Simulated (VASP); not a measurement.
# ZnS (Fm-3m) in VASP: notebook

ZnS is run at these levels: LDA; tasks: single point.

All numbers are computed with VASP 6.6.1; they aren't measurements. Logs are shortened: lines on timing, memory, paths and dates and some standing lists are left out, and cuts for length are marked.

## (1) The cell of the first run

The structure is cubic, space group Fm-3m (No. 225). Conventional cell: a = 5.094 Å, b = 5.094 Å, c = 5.094 Å, α = 90.00°, β = 90.00°, γ = 90.00°. Within 3.4 Å of Zn (site symmetry m-3m) lie 6 S at 2.55 Å. Within 3.4 Å of S (site symmetry m-3m) lie 6 Zn at 2.55 Å.

## (2) Single point, LDA (16.52 Å³/atom)

The input, INCAR:

```
SYSTEM = ZnS
PREC = Accurate
ENCUT = 500
EDIFF = 1E-6
ISMEAR = 0
SIGMA = 0.05
LREAL = .FALSE.
LASPH = .TRUE.
NELM = 120
ALGO = Normal
ISIF = 2
LWAVE = .FALSE.
LCHARG = .TRUE.
GGA = CA
LELF = .TRUE.
LVHAR = .TRUE.
NBANDS = 16
GGA_COMPAT = .FALSE.
```

The input, KPOINTS:

```
Automatic mesh
0
G
  14 14 14
  0 0 0
```

The input, POSCAR:

```
ZnS
1.0
    0.0000000000      2.5467554552      2.5467554552
    2.5467554552      0.0000000000      2.5467554552
    2.5467554552      2.5467554552      0.0000000000
Zn S
1 1
Direct
    0.0000000000      0.0000000000      0.0000000000
    0.5000000000      0.5000000000      0.5000000000
```

Potentials or basis: VASP PAW LDA potentials, release 64 (Zn, S).

Command:

```
cat potpaw_LDA.64/Zn/POTCAR potpaw_LDA.64/S/POTCAR > POTCAR
mpirun -np 1 vasp_std > vasp.out
```

OUTCAR:

```text
SYSTEM = ZnS
   PREC = Accurate
   ENCUT = 500
   EDIFF = 1E-6
   ISMEAR = 0
   LREAL = .FALSE.
   LASPH = .TRUE.
   NELM = 120
   ISIF = 2
   GGA = CA

 ion  position               nearest neighbor table
   1  0.000  0.000  0.000-   2 2.55   2 2.55   2 2.55   2 2.55   2 2.55   2 2.55
   2  0.500  0.500  0.500-   1 2.55   1 2.55   1 2.55   1 2.55   1 2.55   1 2.55

  LATTYP: Found a face centered cubic cell.
 ALAT       =     5.0935109104

  Lattice vectors:

 A1 = (   0.0000000000,   2.5467554552,   2.5467554552)
 A2 = (   2.5467554552,   0.0000000000,   2.5467554552)
 A3 = (   2.5467554552,   2.5467554552,   0.0000000000)

Analysis of symmetry for initial positions (statically):
=====================================================================
 Subroutine PRICEL returns:
 Original cell was already a primitive cell.

 Routine SETGRP: Setting up the symmetry group for a
 face centered cubic supercell.

 Subroutine GETGRP returns: Found 48 space group operations
 (whereof 48 operations were pure point group operations)
 out of a pool of 48 trial point group operations.

The static configuration has the point symmetry O_h .

Analysis of symmetry for dynamics (positions and initial velocities):
=====================================================================
 Subroutine PRICEL returns:
 Original cell was already a primitive cell.

 Routine SETGRP: Setting up the symmetry group for a
 face centered cubic supercell.

 Subroutine GETGRP returns: Found 48 space group operations
 (whereof 48 operations were pure point group operations)
 out of a pool of 48 trial point group operations.

The dynamic configuration has the point symmetry O_h .

 Subroutine INISYM returns: Found 48 space group operations
 (whereof 48 operations are pure point group operations),
 and found     1 'primitive' translations

----------------------------------------------------------------------------------------

                                     Primitive cell

  volume of cell :      33.0363

  direct lattice vectors                    reciprocal lattice vectors
     0.000000000  2.546755455  2.546755455    -0.196328234  0.196328234  0.196328234
     2.546755455  0.000000000  2.546755455     0.196328234 -0.196328234  0.196328234
     2.546755455  2.546755455  0.000000000     0.196328234  0.196328234 -0.196328234

  length of vectors
     3.601656105  3.601656105  3.601656105     0.340050476  0.340050476  0.340050476

  position of ions in fractional coordinates (direct lattice)
     0.000000000  0.000000000  0.000000000
     0.500000000  0.500000000  0.500000000

  ion indices of the primitive-cell ions
   primitive index   ion index
                 1           1
                 2           2

----------------------------------------------------------------------------------------

 KPOINTS: Automatic mesh

Automatic generation of k-mesh.
 Grid dimensions read from file:
 generate k-points for:   14   14   14

 Generating k-lattice:

  Cartesian coordinates                     Fractional coordinates (reciprocal lattice)
    -0.014023445  0.014023445  0.014023445     0.071428571  0.000000000  0.000000000
     0.014023445 -0.014023445  0.014023445     0.000000000  0.071428571  0.000000000
     0.014023445  0.014023445 -0.014023445     0.000000000  0.000000000  0.071428571

  Length of vectors
     0.024289320  0.024289320  0.024289320

  Shift w.r.t. Gamma in fractional coordinates (k-lattice)
     0.000000000  0.000000000  0.000000000

 Subroutine IBZKPT returns following result:
 ===========================================

 Found    104 irreducible k-points:

 Following reciprocal coordinates:
            Coordinates               Weight
  0.000000  0.000000  0.000000      1.000000
  0.071429  0.000000  0.000000      8.000000
  0.142857  0.000000  0.000000      8.000000
  0.214286  0.000000  0.000000      8.000000
  0.285714  0.000000  0.000000      8.000000
  0.357143  0.000000  0.000000      8.000000
[... 16 lines left out ...]
  0.214286  0.142857  0.000000     24.000000
  0.285714  0.142857  0.000000     24.000000
 [... further k-points ...]
   k-points           NKPTS =    104   k-points in BZ     NKDIM =    104   number of bands    NBANDS=     16
   number of dos      NEDOS =    301   number of ions     NIONS =      2
   total plane-waves  NPLWV =  21952
   dimension x,y,z NGX =    28 NGY =   28 NGZ =   28
   dimension x,y,z NGXF=    56 NGYF=   56 NGZF=   56
   ions per type =               1   1
   NGX,Y,Z   is equivalent  to a cutoff of  12.92, 12.92, 12.92 a.u.
   NGXF,Y,Z  is equivalent  to a cutoff of  25.85, 25.85, 25.85 a.u.
 SYSTEM =  ZnS
   PREC   = accura    normal or accurate (medium, high low for compatibility)
   ISTART =      0    job   : 0-new  1-cont  2-samecut
   ICHARG =      2    charge: 1-file 2-atom 10-const
   ISPIN  =      1    spin polarized calculation?
   LNONCOLLINEAR =      F non collinear calculations
   LSORBIT =      F    spin-orbit coupling
   LASPH  =      T    aspherical Exc in radial PAW
   ENCUT  =  500.0 eV  36.75 Ry    6.06 a.u.   6.57  6.57  6.57*2*pi/ulx,y,z
   NELM   =    120;   NELMIN=  2; NELMDL= -5     # of ELM steps
   EDIFF  = 0.1E-05   stopping-criterion for ELM
   LREAL  =      F    real-space projection
   EDIFFG = 0.1E-04   stopping-criterion for IOM
   NSW    =      0    number of steps for IOM
   IBRION =     -1    ionic relax: 0-MD 1-quasi-New 2-CG
   NFREE  =      0    steps in history (QN), initial steepest desc. (CG)
   ISIF   =      2    stress and relaxation
   ISYM   =      2    0-nonsym 1-usesym 2-fastsym
   POTIM  = 0.5000    time-step for ionic-motion
   TEBEG  =    0.0;   TEEND  =   0.0 temperature during run
   PSTRESS=    0.0 pullay stress
   NELECT =      18.0000    total number of electrons
   NUPDOWN=      -1.0000    fix difference up-down
   EMIN   =  10.00;   EMAX   =-10.00  energy-range for DOS
   EFERMI =   0.00;   METHOD = LEGACY
   ISMEAR =     0;   SIGMA  =   0.05  broadening in eV -4-tet -1-fermi 0-gaus
   EFERMI_NEDOS =   21; number of points for ismear=-14 and -15
   IALGO  =     38    algorithm
   IMIX   =      4    mixing-type and parameters
     AMIX     =   0.40;   BMIX     =  1.00
     AMIX_MAG =   1.60;   BMIX_MAG =  1.00
  volume/ion in A,a.u.               =      16.52       111.47
  Fermi-wavevector in a.u.,A,eV,Ry     =   1.337114  2.526779 24.325499  1.787874
  Thomas-Fermi vector in A             =   2.465688
   LORBIT       =      0    0 simple, 1 ext, 2 COOP (PROOUT), +10 PAW based schemes
   GGA     = CA    functional components
   LHFCALC =     F    Hartree Fock is set to
   AEXX    =    0.0000 exact exchange contribution
   IVDW    =     0    specifies the selected vdW correction
   LEPSILON=     F    determine dielectric tensor
   LRPA    =     F    only Hartree local field effects (RPA)
 non-spin polarized calculation
 Gauss-broadening in eV      SIGMA  =   0.05
  energy-cutoff  :      500.00
  volume of cell :       33.04
 maximum number of plane-waves:       872
 NGX is ok and might be reduce to    28
   NGX = 13   NGY = 13   NGZ = 13

 number of electron      18.0000005 magnetization

 Free energy of the ion-electron system (eV)
  ---------------------------------------------------
  ext. energy  EPLUGINS =         0.00000000
  ---------------------------------------------------
  free energy    TOTEN  =        -7.60940267 eV

  energy without entropy =       -7.60856438  energy(sigma->0) =       -7.60898352

 E-fermi :   3.6924     XC(G=0): -11.1364

 val. band max:        3.6670661416   @ k =  -0.2857   0.1429   0.0000
 cond. band min:       3.7125224768   @ k =  -0.2143   0.1429   0.0000
 fundamental gap:      0.0454563352
 Fermi energy:         3.6923689156

 k-point     1 :       0.0000    0.0000    0.0000
  band No.  band energies     occupation
      1     -10.0792      2.00000
      2      -2.7295      2.00000
      3      -2.7295      2.00000
      4      -2.7151      2.00000
      5      -2.7151      2.00000
      6      -2.7151      2.00000
[... 8 lines left out ...]
     15      15.0112      0.00000
     16      15.0112      0.00000

 k-point     2 :       0.0714    0.0000    0.0000
  band No.  band energies     occupation
      1     -10.0185      2.00000
      2      -2.7448      2.00000
      3      -2.7448      2.00000
      4      -2.7223      2.00000
      5      -2.7084      2.00000
      6      -2.7084      2.00000
[... 8 lines left out ...]
     15      14.0934      0.00000
     16      14.9942      0.00000

 k-point     3 :       0.1429    0.0000    0.0000
  band No.  band energies     occupation
      1      -9.8403      2.00000
      2      -2.7905      2.00000
      3      -2.7905      2.00000
      4      -2.7473      2.00000
      5      -2.6863      2.00000
      6      -2.6863      2.00000
[... 8 lines left out ...]
     15      13.7667      0.00000
     16      14.8001      0.00000

 k-point     4 :       0.2143    0.0000    0.0000
  band No.  band energies     occupation
      1      -9.5580      2.00000
      2      -2.8558      2.00000
      3      -2.8558      2.00000
      4      -2.8033      2.00000
      5      -2.6536      2.00000
      6      -2.6536      2.00000
[... 8 lines left out ...]
     15      14.2892      0.00000
     16      14.6749      0.00000

 k-point     5 :       0.2857    0.0000    0.0000
  band No.  band energies     occupation
      1      -9.1992      2.00000
      2      -2.9266      2.00000
      3      -2.9266      2.00000
      4      -2.9214      2.00000
      5      -2.6168      2.00000
      6      -2.6168      2.00000
[... 8 lines left out ...]
     15      15.1410      0.00000
     16      15.1410      0.00000

 k-point     6 :       0.3571    0.0000    0.0000
  band No.  band energies     occupation
      1      -8.8159      2.00000
      2      -3.1452      2.00000
      3      -2.9889      2.00000
      4      -2.9889      2.00000
      5      -2.5833      2.00000
      6      -2.5833      2.00000
[... 8 lines left out ...]
     15      16.1865      0.00000
     16      16.1865      0.00000

 k-point     7 :       0.4286    0.0000    0.0000
  band No.  band energies     occupation
      1      -8.4994      2.00000
      2      -3.4294      2.00000
      3      -3.0312      2.00000
      4      -3.0312      2.00000
      5      -2.5599      2.00000
      6      -2.5599      2.00000
[... 8 lines left out ...]
     15      17.2656      0.00000
     16      17.2656      0.00000

 k-point     8 :       0.5000    0.0000    0.0000
  band No.  band energies     occupation
      1      -8.3717      2.00000
      2      -3.5668      2.00000
      3      -3.0462      2.00000
      4      -3.0462      2.00000
      5      -2.5516      2.00000
      6      -2.5516      2.00000
[... 8 lines left out ...]
     15      17.8477      0.00000
     16      17.8477      0.00000

 k-point     9 :       0.0714    0.0714    0.0000
  band No.  band energies     occupation
      1      -9.9986      2.00000
      2      -2.7688      2.00000
      3      -2.7252      2.00000
      4      -2.7223      2.00000
      5      -2.7099      2.00000
      6      -2.7099      2.00000
[... 8 lines left out ...]
     15      15.4239      0.00000
     16      15.4239      0.00000
[... 172 lines left out ...]
 k-point    19 :      -0.2143    0.0714    0.0000
  band No.  band energies     occupation
      1      -9.3997      2.00000
      2      -2.9076      2.00000
      3      -2.8977      2.00000
      4      -2.8046      2.00000
      5      -2.6517      2.00000
      6      -2.6236      2.00000
[... 8 lines left out ...]
     15      15.0674      0.00000
     16      15.6515      0.00000

 k-point    20 :      -0.1429    0.0714    0.0000
  band No.  band energies     occupation
      1      -9.7068      2.00000
      2      -2.8407      2.00000
      3      -2.8130      2.00000
      4      -2.7563      2.00000
      5      -2.6826      2.00000
      6      -2.6601      2.00000
[... 8 lines left out ...]
     15      14.8144      0.00000
     16      15.3857      0.00000

 k-point    21 :      -0.0714    0.0714    0.0000
  band No.  band energies     occupation
      1      -9.9189      2.00000
      2      -2.7829      2.00000
      3      -2.7603      2.00000
      4      -2.7317      2.00000
      5      -2.7022      2.00000
      6      -2.6911      2.00000
[... 8 lines left out ...]
     15      14.3918      0.00000
     16      15.4735      0.00000

 k-point    22 :       0.1429    0.1429    0.0000
  band No.  band energies     occupation
      1      -9.7658      2.00000
      2      -2.8742      2.00000
      3      -2.7424      2.00000
      4      -2.7132      2.00000
      5      -2.6928      2.00000
      6      -2.6928      2.00000
[... 8 lines left out ...]
     15      16.1203      0.00000
     16      16.4724      0.00000

 k-point    23 :       0.2143    0.1429    0.0000
  band No.  band energies     occupation
      1      -9.5637      2.00000
      2      -2.9432      2.00000
      3      -2.7616      2.00000
      4      -2.7408      2.00000
      5      -2.6756      2.00000
      6      -2.6563      2.00000
[... 8 lines left out ...]
     15      15.8634      0.00000
     16      16.7111      0.00000

 k-point    24 :       0.2857    0.1429    0.0000
  band No.  band energies     occupation
      1      -9.2724      2.00000
      2      -3.0178      2.00000
      3      -2.7972      2.00000
      4      -2.7962      2.00000
      5      -2.6497      2.00000
      6      -2.6133      2.00000
[... 8 lines left out ...]
     15      16.2496      0.00000
     16      16.7522      0.00000

 [... further k-points ...]

------------------------ aborting loop because EDIFF is reached ----------------------------------------

  FORCE on cell =-STRESS in cart. coord.  units (eV):
  Direction    XX          YY          ZZ          XY          YZ          ZX
  --------------------------------------------------------------------------------------
  -------------------------------------------------------------------------------------
  Total       -1.3689492     -1.3689492     -1.3689492      0.0000000      0.0000000      0.0000000
  in kB      -66.3905398    -66.3905398    -66.3905398      0.0000000      0.0000000      0.0000000
  external PRESSURE =     -66.3905398 kB  Pullay stress =       0.0000000 kB

 VOLUME and BASIS-vectors are now :
 -----------------------------------------------------------------------------
  energy-cutoff  :      500.00
  volume of cell :       33.04
      direct lattice vectors                 reciprocal lattice vectors
     0.000000000  2.546755455  2.546755455    -0.196328234  0.196328234  0.196328234
     2.546755455  0.000000000  2.546755455     0.196328234 -0.196328234  0.196328234
     2.546755455  2.546755455  0.000000000     0.196328234  0.196328234 -0.196328234

 POSITION                                       TOTAL-FORCE (eV/Angst)
 -----------------------------------------------------------------------------------
      0.00000      0.00000      0.00000         0.000000      0.000000      0.000000
      2.54676      2.54676      2.54676        -0.000000     -0.000000     -0.000000
 -----------------------------------------------------------------------------------
    total drift:                               -0.000000      0.000000      0.000000

  FREE ENERGIE OF THE ION-ELECTRON SYSTEM (eV)
  ---------------------------------------------------
  free  energy   TOTEN  =        -7.6094026709 eV

  energy  without entropy=       -7.6085643788  energy(sigma->0) =       -7.60898352
```

It took 62 s on 1 thread of Intel Xeon Platinum 8375C at 2.90GHz (Ice Lake), shared host; peak memory 0.17 GiB.

Results:

| Quantity | Value |
| --- | --- |
| Free energy | -7.6094 eV |
| Pressure | -6.6 GPa |
| Band gap on the k mesh | zero (bands 9 and 10 overlap by 0.50 eV) |

Caveat: the cell stands under tension; semilocal functionals underestimate gaps, so a narrow gap can read as zero.

(Part 1 of 2 ends here.)
